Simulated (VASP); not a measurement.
Wanted: the native input for a VASP 6.6.1 run.

```
Task                   : single point
Functional             : PBEsol
Potentials or basis    : VASP PAW PBE potentials, release 64 (Zn, S)
Cutoff                 : 520 eV
k mesh                 : 8 × 8 × 3
Occupations            : fermi-dirac, width 0.05 eV
Spin                   : no spin polarisation
Dipole correction      : no
Further INCAR settings : ALGO = Normal; EDIFF = 1e-07; NBANDS = 46
```

The structure of ZnS lies in POSCAR:

```
ZnS
1.0
    3.7710355586      0.0000000000      0.0000000000
   -1.8855177793      3.2658125923      0.0000000000
    0.0000000000      0.0000000000     12.3507900682
Zn S
4 4
Direct
    0.6666666667      0.3333333333      0.7500000000
    0.3333333333      0.6666666667      0.2500000000
    0.0000000000      0.0000000000      0.5000000000
    0.0000000000      0.0000000000      0.0000000000
    0.6666666667      0.3333333333      0.9375000000
    0.3333333333      0.6666666667      0.4375000000
    0.0000000000      0.0000000000      0.6875000000
    0.0000000000      0.0000000000      0.1875000000
```

These files were run (other wordings do the same):

INCAR

```
SYSTEM = ZnS
PREC = Accurate
ENCUT = 520
EDIFF = 1E-7
ISMEAR = -1
SIGMA = 0.05
LREAL = .False.
LASPH = .True.
NELM = 60
ALGO = Normal
ISIF = 2
LWAVE = .False.
LCHARG = .True.
GGA = PS
LELF = .True.
LVHAR = .True.
NBANDS = 46
```

KPOINTS

```
regular mesh
0
Gamma
  8 8 3
  0 0 0
```

Potentials or basis: VASP PAW PBE potentials, release 64 (Zn, S).

Command:

```console
$ cat potpaw_PBE.64/Zn/POTCAR potpaw_PBE.64/S/POTCAR > POTCAR
$ mpirun -np 1 vasp_std > vasp.out
```

Results of the run:

```yaml
Pressure: 1.1 GPa
Largest_force: 0.051 eV/Å
Band_gap_on_the_k_mesh: 2.18 eV
```

Caveat: the PAW data sets were made with another functional, which shifts forces and pressure a little.

Wall time 90 s on 1 thread of AMD EPYC 9R45 96-Core Processor (Zen 5) (shared host), peak memory 0.28 GiB.
